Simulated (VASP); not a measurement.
# F (Fd-3m) in VASP: further runs

The runs below take F through single point, relaxation of cell and atoms, with LDA.

All numbers are computed with VASP 6.6.1; they aren't measurements. Logs are shortened: lines on timing, memory, paths and dates and some standing lists are left out, and cuts for length are marked.

**1. The cell of the first run**

It takes space group Fd-3m (No. 227, cubic). Conventional cell: a = 3.975 Å, b = 3.975 Å, c = 3.975 Å, α = 90.00°, β = 90.00°, γ = 90.00°. F (site symmetry -43m) has 4 F at 1.72 Å within 2.3 Å.

**2. Single point, LDA**

Contents of INCAR:

```
SYSTEM = F
PREC = Accurate
ENCUT = 520
EDIFF = 1E-6
ISMEAR = -1
SIGMA = 0.1
LREAL = .FALSE.
LASPH = .TRUE.
NELM = 80
ALGO = Normal
ISIF = 2
LWAVE = .FALSE.
LCHARG = .FALSE.
GGA = CA
NBANDS = 14
```

Contents of KPOINTS:

```
Automatic mesh
0
G
  15 15 15
  0 0 0
```

Contents of POSCAR:

```
F
1.0
    0.0000000000      1.9874986384      1.9874986384
    1.9874986384      0.0000000000      1.9874986384
    1.9874986384      1.9874986384      0.0000000000
F
2
Direct
   -0.1250000000     -0.1250000000     -0.1250000000
    0.1250000000      0.1250000000      0.1250000000
```

Potentials or basis: VASP PAW LDA potentials, release 64 (F).

Run with:

```
> cat potpaw_LDA.64/F/POTCAR > POTCAR
> mpirun -np 1 vasp_std > vasp.out
```

OUTCAR:

```text
SYSTEM = F
   PREC = Accurate
   ENCUT = 520
   EDIFF = 1E-6
   ISMEAR = -1
   LREAL = .FALSE.
   LASPH = .TRUE.
   NELM = 80
   ISIF = 2
   GGA = CA

 ion  position               nearest neighbor table
   1  0.875  0.875  0.875-   2 1.72   2 1.72   2 1.72   2 1.72
   2  0.125  0.125  0.125-   1 1.72   1 1.72   1 1.72   1 1.72

  LATTYP: Found a face centered cubic cell.
 ALAT       =     3.9749972768

  Lattice vectors:

 A1 = (   0.0000000000,   1.9874986384,   1.9874986384)
 A2 = (   1.9874986384,   0.0000000000,   1.9874986384)
 A3 = (   1.9874986384,   1.9874986384,   0.0000000000)

Analysis of symmetry for initial positions (statically):
=====================================================================
 Subroutine PRICEL returns:
 Original cell was already a primitive cell.

 Routine SETGRP: Setting up the symmetry group for a
 face centered cubic supercell.

 Subroutine GETGRP returns: Found 48 space group operations
 (whereof 12 operations were pure point group operations)
 out of a pool of 48 trial point group operations.

The static configuration has the point symmetry D_3d.
 The point group associated with its full space group is O_h .

Analysis of symmetry for dynamics (positions and initial velocities):
=====================================================================
 Subroutine PRICEL returns:
 Original cell was already a primitive cell.

 Routine SETGRP: Setting up the symmetry group for a
 face centered cubic supercell.

 Subroutine GETGRP returns: Found 48 space group operations
 (whereof 12 operations were pure point group operations)
 out of a pool of 48 trial point group operations.

The dynamic configuration has the point symmetry D_3d.
 The point group associated with its full space group is O_h .

 Subroutine INISYM returns: Found 48 space group operations
 (whereof 12 operations are pure point group operations),
 and found     1 'primitive' translations

----------------------------------------------------------------------------------------

                                     Primitive cell

  volume of cell :      15.7018

  direct lattice vectors                    reciprocal lattice vectors
     0.000000000  1.987498638  1.987498638    -0.251572499  0.251572499  0.251572499
     1.987498638  0.000000000  1.987498638     0.251572499 -0.251572499  0.251572499
     1.987498638  1.987498638  0.000000000     0.251572499  0.251572499 -0.251572499

  length of vectors
     2.810747530  2.810747530  2.810747530     0.435736351  0.435736351  0.435736351

  position of ions in fractional coordinates (direct lattice)
     0.875000000  0.875000000  0.875000000
     0.125000000  0.125000000  0.125000000
[... 84 lines left out ...]
   ISYM   =      2    0-nonsym 1-usesym 2-fastsym
   POTIM  = 0.5000    time-step for ionic-motion
   TEBEG  =    0.0;   TEEND  =   0.0 temperature during run
   PSTRESS=    0.0 pullay stress
   NELECT =      14.0000    total number of electrons
   NUPDOWN=      -1.0000    fix difference up-down
   EMIN   =  10.00;   EMAX   =-10.00  energy-range for DOS
   EFERMI =   0.00;   METHOD = LEGACY
   ISMEAR =    -1;   SIGMA  =   0.10  broadening in eV -4-tet -1-fermi 0-gaus
   EFERMI_NEDOS =   21; number of points for ismear=-14 and -15
   IALGO  =     38    algorithm
   IMIX   =      4    mixing-type and parameters
     AMIX     =   0.40;   BMIX     =  1.00
     AMIX_MAG =   1.60;   BMIX_MAG =  1.00
  volume/ion in A,a.u.               =       7.85        52.98
  Fermi-wavevector in a.u.,A,eV,Ry     =   1.575678  2.977599 33.779996  2.482760
  Thomas-Fermi vector in A             =   2.676625
   LORBIT       =      0    0 simple, 1 ext, 2 COOP (PROOUT), +10 PAW based schemes
   GGA     = CA    functional components
   LHFCALC =     F    Hartree Fock is set to
   AEXX    =    0.0000 exact exchange contribution
   IVDW    =     0    specifies the selected vdW correction
   LEPSILON=     F    determine dielectric tensor
   LRPA    =     F    only Hartree local field effects (RPA)
 non-spin polarized calculation
  energy-cutoff  :      520.00
  volume of cell :       15.70
 maximum number of plane-waves:       440
 NGX is ok and might be reduce to    24
   NGX = 11   NGY = 11   NGZ = 11

 number of electron      14.0000001 magnetization

 Free energy of the ion-electron system (eV)
  ---------------------------------------------------
  ext. energy  EPLUGINS =         0.00000000
  ---------------------------------------------------
  free energy    TOTEN  =        -0.99526019 eV

  energy without entropy =       -0.90963586  energy(sigma->0) =       -0.95244802

 E-fermi :   1.3820     XC(G=0): -12.0704

 val. band max:        1.3805440689   @ k =   0.4000   0.2667   0.0667
 cond. band min:       1.3820619510   @ k =   0.4667   0.1333   0.0667
 fundamental gap:      0.0015178820
 Fermi energy:         1.3820321609

 k-point     1 :       0.0000    0.0000    0.0000
  band No.  band energies     occupation
      1     -25.9062      2.00000
      2     -16.6155      2.00000
      3      -4.3021      2.00000
      4      -4.3021      2.00000
      5      -4.3021      2.00000
      6      -0.6235      2.00000
      7      -0.6235      2.00000
      8      -0.6235      2.00000
      9      11.4837      0.00000
     10      28.8355      0.00000
     11      28.8355      0.00000
     12      28.8355      0.00000
     13      29.9715      0.00000
     14      29.9715      0.00000
[... 377 lines left out ...]
      1     -25.3564      2.00000
      2     -17.5433      2.00000
      3      -5.1799      2.00000
      4      -5.1243      2.00000
      5      -3.8508      2.00000
      6      -1.0908      2.00000
      7       0.2687      1.99997
      8       0.2881      1.99996
      9      12.8882      0.00000
     10      22.3486      0.00000
     11      28.1767      0.00000
     12      28.1982      0.00000
     13      31.7220      0.00000
     14      32.5492      0.00000

 [... further k-points ...]
[... 5 lines left out ...]
  --------------------------------------------------------------------------------------
  -------------------------------------------------------------------------------------
  Total        9.0759092      9.0759092      9.0759092      0.0000000     -0.0000000     -0.0000000
  in kB      926.0836340    926.0836340    926.0836340      0.0000000     -0.0000000     -0.0000000
  external PRESSURE =     926.0836340 kB  Pullay stress =       0.0000000 kB

 VOLUME and BASIS-vectors are now :
 -----------------------------------------------------------------------------
  energy-cutoff  :      520.00
  volume of cell :       15.70
      direct lattice vectors                 reciprocal lattice vectors
     0.000000000  1.987498638  1.987498638    -0.251572499  0.251572499  0.251572499
     1.987498638  0.000000000  1.987498638     0.251572499 -0.251572499  0.251572499
     1.987498638  1.987498638  0.000000000     0.251572499  0.251572499 -0.251572499

 POSITION                                       TOTAL-FORCE (eV/Angst)
 -----------------------------------------------------------------------------------
      3.47812      3.47812      3.47812        -0.000000     -0.000000     -0.000000
      0.49687      0.49687      0.49687         0.000000      0.000000      0.000000
 -----------------------------------------------------------------------------------
    total drift:                                0.000000      0.000000      0.000000

  FREE ENERGIE OF THE ION-ELECTRON SYSTEM (eV)
  ---------------------------------------------------
  free  energy   TOTEN  =        -0.9952601919 eV

  energy  without entropy=       -0.9096358579  energy(sigma->0) =       -0.95244802
```

It took 6.2 s on 1 thread of Intel Xeon 6975P-C (Granite Rapids), shared host; peak memory 0.13 GiB.

Results:

```
Free energy            : -0.9953 eV
Pressure               : 92.6 GPa
Band gap on the k mesh : zero (bands 7 and 8 overlap by 2.71 eV)
```

Caveat: the cell stands under pressure.

**3. Relaxation of cell and atoms, LDA, target pressure 93 GPa, at which the enthalpy is minimised**

Contents of INCAR:

```
SYSTEM = F
PREC = Accurate
ENCUT = 600
EDIFF = 1E-6
ISMEAR = -1
SIGMA = 0.1
LREAL = .FALSE.
LASPH = .TRUE.
NELM = 100
ALGO = Normal
ISIF = 3
LWAVE = .FALSE.
LCHARG = .FALSE.
GGA = CA
IBRION = 2
NSW = 32
EDIFFG = -0.005
PSTRESS = 930.0
```

KPOINTS is that of step 2.

Contents of POSCAR:

```
F
1.0
    0.0000000000      1.9879179995      1.9879179995
    1.9879179995      0.0000000000      1.9879179995
    1.9879179995      1.9879179995      0.0000000000
F
2
Direct
   -0.1250000000     -0.1250000000     -0.1250000000
    0.1250000000      0.1250000000      0.1250000000
```

Potentials or basis: VASP PAW LDA potentials, release 64 (F).

Run with:

```
> cat potpaw_LDA.64/F/POTCAR > POTCAR
> mpirun -np 1 vasp_std > vasp.out
```

It took 9.8 s on 1 thread of Intel Xeon 6975P-C (Granite Rapids), shared host; peak memory 0.13 GiB.

It converged, with:

| Item | Value |
| --- | --- |
| Free energy | -0.9924 eV |
| Relaxed volume | 7.85 Å³/atom |
| Relaxed cell | a = 2.810 Å, b = 2.810 Å, c = 2.810 Å, α = 60.00°, β = 60.00°, γ = 60.00° |
| Space group after relaxing (to 0.1 Å) | Fd-3m (No. 227) |
| Energy change on relaxing (the run minimises the enthalpy) | +5.8 meV/atom |
| Ionic steps | 3 |
| Pressure after relaxing | 93.0 GPa |
| Band gap on the k mesh | zero (bands 7 and 8 overlap by 2.71 eV) |

The path:
| step | energy change (eV) | largest force (eV/Å) | pressure (GPa) | volume (Å³) |
| --- | --- | --- | --- | --- |
| 1 | 0.0000 | 0.0000 | 92.48 | 15.71 |
| 2 | 0.0338 | 0.0000 | 93.99 | 15.65 |
| 3 | 0.0116 | 0.0000 | 93.00 | 15.69 |

Final structure:
```
CELL_PARAMETERS angstrom
0.00000 1.98707 1.98707
1.98707 0.00000 1.98707
1.98707 1.98707 0.00000
ATOMIC_POSITIONS crystal
F 0.87500 0.87500 0.87500
F 0.12500 0.12500 0.12500
```

Levels at points of the mesh, in eV from the Fermi level:
```tsv
k point	band 5	band 6	band 7	band 8	band 9	band 10
(0.00, 0.00, 0.00)	-5.69	-2.01	-2.01	-2.01	10.10	27.46
```

Caveat: the cell is relaxed towards a set pressure, so the run minimises the enthalpy, not the energy.
